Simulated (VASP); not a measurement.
# TaN (P1) in VASP: notebook

TaN is run at these levels: PBEsol; tasks: single point.

Everything below comes from runs of VASP 6.6.1. Logs are shortened: lines on timing, memory, paths and dates and some standing lists are left out, and cuts for length are marked.

## 1. The cell of the first run

The typed cell holds 2 atoms: a = 2.938 Å, b = 2.938 Å, c = 2.883 Å, α = 90.00°, β = 90.00°, γ = 120.00°.

## 2. Single point, PBEsol (atom 2 (N) moved by (-0.150, -0.150) A along [1 1 0] and z)

Contents of INCAR:

```
SYSTEM = TaN
  PREC = Accurate
  ENCUT = 520
  EDIFF = 1E-7
  ISMEAR = 0
  SIGMA = 0.15
  LREAL = .False.
  LASPH = .True.
  NELM = 80
  ALGO = Normal
  ISIF = 2
  LWAVE = .False.
  LCHARG = .True.
  GGA = PS
  LELF = .True.
  LVHAR = .True.
  NBANDS = 15
```

Contents of KPOINTS:

```
regular mesh
0
Gamma
  18 18 16
  0 0 0
```

Contents of POSCAR:

```
TaN
1.0
    2.9379988584      0.0000000000      0.0000000000
   -1.4689994292      2.5443816477      0.0000000000
    0.0000000000      0.0000000000      2.8830000000
Ta N
1 1
Direct
    0.3333333333      0.6666666667      0.5000000000
   -0.0569446310     -0.0416863631     -0.0520291363
```

Potentials or basis: VASP PAW PBE potentials, release 64 (Ta_pv, N).

Command:

```bash
> cat potpaw_PBE.64/Ta_pv/POTCAR potpaw_PBE.64/N/POTCAR > POTCAR
> mpirun -np 1 vasp_std > vasp.out
```

OUTCAR:

```text
SYSTEM = TaN
   PREC = Accurate
   ENCUT = 520
   EDIFF = 1E-7
   ISMEAR = 0
   LREAL = .False.
   LASPH = .True.
   NELM = 80
   ISIF = 2
   GGA = PS

 ion  position               nearest neighbor table
   1  0.333  0.667  0.500-   2 2.02   2 2.17   2 2.22   2 2.22   2 2.36   2 2.41
   2  0.943  0.958  0.948-   1 2.02   1 2.17   1 2.22   1 2.22   1 2.36   1 2.41

  LATTYP: Found a hexagonal cell.
 ALAT       =     2.9379988584
 C/A-ratio  =     0.9812801635

  Lattice vectors:

 A1 = (   2.9379988584,   0.0000000000,   0.0000000000)
 A2 = (  -1.4689994292,   2.5443816477,   0.0000000000)
 A3 = (   0.0000000000,   0.0000000000,   2.8830000000)

Analysis of symmetry for initial positions (statically):
=====================================================================
 Subroutine PRICEL returns:
 Original cell was already a primitive cell.

 Routine SETGRP: Setting up the symmetry group for a
 hexagonal supercell.

 Subroutine GETGRP returns: Found  1 space group operations
 (whereof  1 operations were pure point group operations)
 out of a pool of 24 trial point group operations.

The static configuration has the point symmetry C_1 .

Analysis of symmetry for dynamics (positions and initial velocities):
=====================================================================
 Subroutine PRICEL returns:
 Original cell was already a primitive cell.

 Routine SETGRP: Setting up the symmetry group for a
 hexagonal supercell.

 Subroutine GETGRP returns: Found  1 space group operations
 (whereof  1 operations were pure point group operations)
 out of a pool of 24 trial point group operations.

The dynamic configuration has the point symmetry C_1 .

 Subroutine INISYM returns: Found  1 space group operations
 (whereof  1 operations are pure point group operations),
 and found     1 'primitive' translations

----------------------------------------------------------------------------------------

                                     Primitive cell

  volume of cell :      21.5516

  direct lattice vectors                    reciprocal lattice vectors
     2.937998858  0.000000000  0.000000000     0.340367729  0.196511400  0.000000000
    -1.468999429  2.544381648  0.000000000     0.000000000  0.393022800  0.000000000
     0.000000000  0.000000000  2.883000000     0.000000000  0.000000000  0.346860909

  length of vectors
     2.937998858  2.937998858  2.883000000     0.393022800  0.393022800  0.346860909

  position of ions in fractional coordinates (direct lattice)
     0.333333333  0.666666667  0.500000000
     0.943055369  0.958313637  0.947970864

  ion indices of the primitive-cell ions
   primitive index   ion index
                 1           1
                 2           2

----------------------------------------------------------------------------------------

 KPOINTS: regular mesh

Automatic generation of k-mesh.
 Grid dimensions read from file:
 generate k-points for:   18   18   16

 Generating k-lattice:

  Cartesian coordinates                     Fractional coordinates (reciprocal lattice)
     0.018909318  0.010917300  0.000000000     0.055555556 -0.000000000  0.000000000
     0.000000000  0.021834600  0.000000000     0.000000000  0.055555556  0.000000000
     0.000000000  0.000000000  0.021678807     0.000000000  0.000000000  0.062500000

  Length of vectors
     0.021834600  0.021834600  0.021678807

  Shift w.r.t. Gamma in fractional coordinates (k-lattice)
     0.000000000  0.000000000  0.000000000

 Subroutine IBZKPT returns following result:
 ===========================================

 Found   2596 irreducible k-points:

 Following reciprocal coordinates:
            Coordinates               Weight
  0.000000  0.000000  0.000000      1.000000
  0.055556  0.000000  0.000000      2.000000
  0.000000  0.055556  0.000000      2.000000
 -0.055556  0.055556  0.000000      2.000000
  0.111111  0.000000  0.000000      2.000000
  0.000000  0.111111  0.000000      2.000000
[... 16 lines left out ...]
  0.444444 -0.000000  0.000000      2.000000
  0.000000  0.444444  0.000000      2.000000
 [... further k-points ...]
   k-points           NKPTS =   2596   k-points in BZ     NKDIM =   2596   number of bands    NBANDS=     15
   number of dos      NEDOS =    301   number of ions     NIONS =      2
   total plane-waves  NPLWV =  13824
   dimension x,y,z NGX =    24 NGY =   24 NGZ =   24
   dimension x,y,z NGXF=    48 NGYF=   48 NGZF=   48
   ions per type =               1   1
   NGX,Y,Z   is equivalent  to a cutoff of  13.58, 13.58, 13.84 a.u.
   NGXF,Y,Z  is equivalent  to a cutoff of  27.16, 27.16, 27.68 a.u.
 SYSTEM =  TaN
   PREC   = accura    normal or accurate (medium, high low for compatibility)
   ISTART =      0    job   : 0-new  1-cont  2-samecut
   ICHARG =      2    charge: 1-file 2-atom 10-const
   ISPIN  =      1    spin polarized calculation?
   LNONCOLLINEAR =      F non collinear calculations
   LSORBIT =      F    spin-orbit coupling
   LASPH  =      T    aspherical Exc in radial PAW
   ENCUT  =  520.0 eV  38.22 Ry    6.18 a.u.   5.46  5.46  5.36*2*pi/ulx,y,z
   NELM   =     80;   NELMIN=  2; NELMDL= -5     # of ELM steps
   EDIFF  = 0.1E-06   stopping-criterion for ELM
   LREAL  =      F    real-space projection
   EDIFFG = 0.1E-05   stopping-criterion for IOM
   NSW    =      0    number of steps for IOM
   IBRION =     -1    ionic relax: 0-MD 1-quasi-New 2-CG
   NFREE  =      0    steps in history (QN), initial steepest desc. (CG)
   ISIF   =      2    stress and relaxation
   ISYM   =      2    0-nonsym 1-usesym 2-fastsym
   POTIM  = 0.5000    time-step for ionic-motion
   TEBEG  =    0.0;   TEEND  =   0.0 temperature during run
   PSTRESS=    0.0 pullay stress
   NELECT =      16.0000    total number of electrons
   NUPDOWN=      -1.0000    fix difference up-down
   EMIN   =  10.00;   EMAX   =-10.00  energy-range for DOS
   EFERMI =   0.00;   METHOD = LEGACY
   ISMEAR =     0;   SIGMA  =   0.15  broadening in eV -4-tet -1-fermi 0-gaus
   EFERMI_NEDOS =   21; number of points for ismear=-14 and -15
   IALGO  =     38    algorithm
   IMIX   =      4    mixing-type and parameters
     AMIX     =   0.40;   BMIX     =  1.00
     AMIX_MAG =   1.60;   BMIX_MAG =  1.00
  volume/ion in A,a.u.               =      10.78        72.72
  Fermi-wavevector in a.u.,A,eV,Ry     =   1.482366  2.801265 29.897546  2.197408
  Thomas-Fermi vector in A             =   2.596161
   LORBIT       =      0    0 simple, 1 ext, 2 COOP (PROOUT), +10 PAW based schemes
   GGA     = PS    functional components
   LHFCALC =     F    Hartree Fock is set to
   AEXX    =    0.0000 exact exchange contribution
   IVDW    =     0    specifies the selected vdW correction
   LEPSILON=     F    determine dielectric tensor
   LRPA    =     F    only Hartree local field effects (RPA)
 non-spin polarized calculation
 Gauss-broadening in eV      SIGMA  =   0.15
  energy-cutoff  :      520.00
  volume of cell :       21.55
 maximum number of plane-waves:       605
 NGX is ok and might be reduce to    24
   NGX = 11   NGY = 11   NGZ = 11

 number of electron      16.0000002 magnetization

 Free energy of the ion-electron system (eV)
  ---------------------------------------------------
  ext. energy  EPLUGINS =         0.00000000
  ---------------------------------------------------
  free energy    TOTEN  =       -23.47959811 eV

  energy without entropy =      -23.47901380  energy(sigma->0) =      -23.47930595

 E-fermi :   8.1240     XC(G=0): -13.4849

 val. band max:        8.1022786489   @ k =   0.0000   0.5000   0.4375
 cond. band min:       8.1392677062   @ k =  -0.0556   0.0556   0.5000
 fundamental gap:      0.0369890573
 Fermi energy:         8.1239634868

 k-point     1 :       0.0000    0.0000    0.0000
  band No.  band energies     occupation
      1     -26.6597      2.00000
      2     -26.3903      2.00000
      3     -26.3856      2.00000
      4      -9.6438      2.00000
      5       2.9541      2.00000
      6       3.2694      2.00000
      7       3.7424      2.00000
      8       5.9579      2.00000
      9       9.7154      0.00000
     10      11.1972      0.00000
     11      11.9787      0.00000
     12      12.5476      0.00000
     13      12.7957      0.00000
     14      20.6250      0.00000
     15      21.5512      0.00000

 k-point     2 :       0.0556    0.0000    0.0000
  band No.  band energies     occupation
      1     -26.6557      2.00000
      2     -26.4251      2.00000
      3     -26.3934      2.00000
      4      -9.5733      2.00000
      5       2.8554      2.00000
      6       3.3200      2.00000
      7       3.7078      2.00000
      8       5.8641      2.00000
      9       9.8400      0.00000
     10      11.1854      0.00000
     11      11.9414      0.00000
     12      12.6351      0.00000
     13      12.8195      0.00000
     14      20.7598      0.00000
     15      21.5543      0.00000

 k-point     3 :       0.0000    0.0556    0.0000
  band No.  band energies     occupation
      1     -26.6558      2.00000
      2     -26.4198      2.00000
      3     -26.3971      2.00000
      4      -9.5822      2.00000
      5       2.8969      2.00000
      6       3.2234      2.00000
      7       3.7660      2.00000
      8       5.9092      2.00000
      9       9.8582      0.00000
     10      11.2441      0.00000
     11      11.9223      0.00000
     12      12.5463      0.00000
     13      12.7966      0.00000
     14      20.6166      0.00000
     15      21.5502      0.00000
[... 343 lines left out ...]
 k-point    23 :       0.4444   -0.0000    0.0000
  band No.  band energies     occupation
      1     -27.4436      2.00000
      2     -26.6196      2.00000
      3     -26.5067      2.00000
      4      -7.1726      2.00000
      5      -0.4828      2.00000
      6       2.5935      2.00000
      7       4.4718      2.00000
      8       5.0896      2.00000
      9      11.3324      0.00000
     10      11.5528      0.00000
     11      13.1794      0.00000
     12      13.5288      0.00000
     13      16.2358      0.00000
     14      20.1357      0.00000
     15      21.5512      0.00000

 k-point    24 :       0.0000    0.4444    0.0000
  band No.  band energies     occupation
      1     -27.3962      2.00000
      2     -26.6234      2.00000
      3     -26.5148      2.00000
      4      -7.6211      2.00000
      5       0.1120      2.00000
      6       3.0762      2.00000
      7       3.9739      2.00000
      8       5.6406      2.00000
      9      10.9970      0.00000
     10      11.8070      0.00000
     11      12.5992      0.00000
     12      13.3990      0.00000
     13      15.7841      0.00000
     14      19.7503      0.00000
     15      21.5485      0.00000

 [... further k-points ...]

------------------------ aborting loop because EDIFF is reached ----------------------------------------

  FORCE on cell =-STRESS in cart. coord.  units (eV):
  Direction    XX          YY          ZZ          XY          YZ          ZX
  --------------------------------------------------------------------------------------
  -------------------------------------------------------------------------------------
  Total        0.7678839     -0.0093497      0.9249755      0.5319513      0.7680387      0.9603484
  in kB       57.0857385     -0.6950726     68.7641845     39.5461244     57.0972487     71.3938642
  external PRESSURE =      41.7182835 kB  Pullay stress =       0.0000000 kB

 VOLUME and BASIS-vectors are now :
 -----------------------------------------------------------------------------
  energy-cutoff  :      520.00
  volume of cell :       21.55
      direct lattice vectors                 reciprocal lattice vectors
     2.937998858  0.000000000  0.000000000     0.340367729  0.196511400  0.000000000
    -1.468999429  2.544381648  0.000000000     0.000000000  0.393022800  0.000000000
     0.000000000  0.000000000  2.883000000     0.000000000  0.000000000  0.346860909

 POSITION                                       TOTAL-FORCE (eV/Angst)
 -----------------------------------------------------------------------------------
     -0.00000      1.69625      1.44150        -1.669845     -1.456658     -2.347827
      1.36293      2.43832      2.73300         1.669845      1.456658      2.347827
 -----------------------------------------------------------------------------------
    total drift:                               -0.000174      0.000002      0.000034

  FREE ENERGIE OF THE ION-ELECTRON SYSTEM (eV)
  ---------------------------------------------------
  free  energy   TOTEN  =       -23.4795981060 eV

  energy  without entropy=      -23.4790137997  energy(sigma->0) =      -23.47930595
```

Wall time 6.6 min (1 thread of Intel Xeon Platinum 8488C (Sapphire Rapids), shared host); peak memory 0.89 GiB.

What came out:

```
Free energy            : -23.4796 eV
Pressure               : 4.2 GPa
Largest force          : 3.228 eV/Å
Band gap on the k mesh : zero (bands 8 and 9 overlap by 0.03 eV)
```

Forces on the atoms (eV/Å):
```
Ta  -1.670 -1.457 -2.348
N    1.670  1.457  2.348
```

Caveat: the cell differs from its parent crystal (atom 2 (N) moved by (-0.150, -0.150) A along [1 1 0] and z); the cell stands under pressure; the PAW data sets were made with another functional, which shifts forces and pressure a little; spin-orbit coupling is left out, which moves the levels of the heavy elements.

## 3. Single point, PBEsol (atom 2 (N) moved by (+0.150, -0.150) A along [1 1 0] and z)

Contents of INCAR:

```
SYSTEM = TaN
ALGO = Normal
EDIFF = 1E-6
ENCUT = 520
GGA = PS
ISIF = 2
ISMEAR = 0
LASPH = .TRUE.
LCHARG = .FALSE.
LREAL = .FALSE.
LWAVE = .FALSE.
NBANDS = 15
NELM = 80
PREC = Accurate
SIGMA = 0.15
```

Contents of KPOINTS:

```
k-points
0
G
  18 18 16
  0 0 0
```

Changes to POSCAR since step 2:

```diff
@@ -9,2 +9,2 @@
     0.3333333333      0.6666666667      0.5000000000
-   -0.0569446310     -0.0416863631     -0.0520291363
+    0.0569446310      0.0416863631     -0.0520291363
```

Potentials or basis: VASP PAW PBE potentials, release 64 (Ta_pv, N).

Command:

```bash
> cat potpaw_PBE.64/Ta_pv/POTCAR potpaw_PBE.64/N/POTCAR > POTCAR
> mpirun -np 1 vasp_std > vasp.out
```

Wall time 6.1 min (1 thread of Intel Xeon Platinum 8488C (Sapphire Rapids), shared host); peak memory 0.88 GiB.

The run converged. Its results:

* Free energy: -23.4946 eV
* Pressure: 3.7 GPa
* Largest force: 2.996 eV/Å
* Band gap on the k mesh: zero (bands 8 and 9 overlap by 0.27 eV)

Forces in eV/Å, atoms in the order of the input:
```
Ta   1.241  1.450 -2.309
N   -1.241 -1.450  2.309
```

Stress tensor (GPa, compression positive):
```
-0.41 -1.83 -4.27
-1.83  5.38 -5.69
-4.27 -5.69  6.02
```

Levels at points of the mesh, in eV from the Fermi level:
| k point | band 6 | band 7 | band 8 | band 9 | band 10 | band 11 |
| --- | --- | --- | --- | --- | --- | --- |
| (0.00, 0.00, 0.00) | -4.80 | -4.57 | -2.25 | 1.69 | 2.58 | 3.89 |
| (0.50, 0.00, 0.00) | -5.03 | -3.77 | -3.11 | 2.93 | 3.72 | 4.01 |
| (0.00, 0.50, 0.00) | -5.61 | -4.25 | -2.57 | 3.04 | 3.75 | 5.04 |
| (0.50, 0.50, 0.00) | -5.49 | -4.53 | -2.24 | 2.91 | 3.79 | 4.89 |
| (0.00, 0.00, 0.50) | -4.80 | -3.33 | -0.24 | -0.09 | 2.03 | 2.79 |
| (0.50, 0.00, 0.50) | -6.65 | -6.21 | 0.18 | 3.93 | 5.15 | 5.95 |
| (0.00, 0.50, 0.50) | -5.89 | -5.51 | -0.84 | 3.73 | 5.24 | 6.00 |
| (0.50, 0.50, 0.50) | -6.09 | -5.57 | -0.65 | 3.50 | 5.23 | 5.99 |

Caveat: the cell differs from its parent crystal (atom 2 (N) moved by (+0.150, -0.150) A along [1 1 0] and z); the cell stands under pressure; the PAW data sets were made with another functional, which shifts forces and pressure a little; spin-orbit coupling is left out, which moves the levels of the heavy elements.
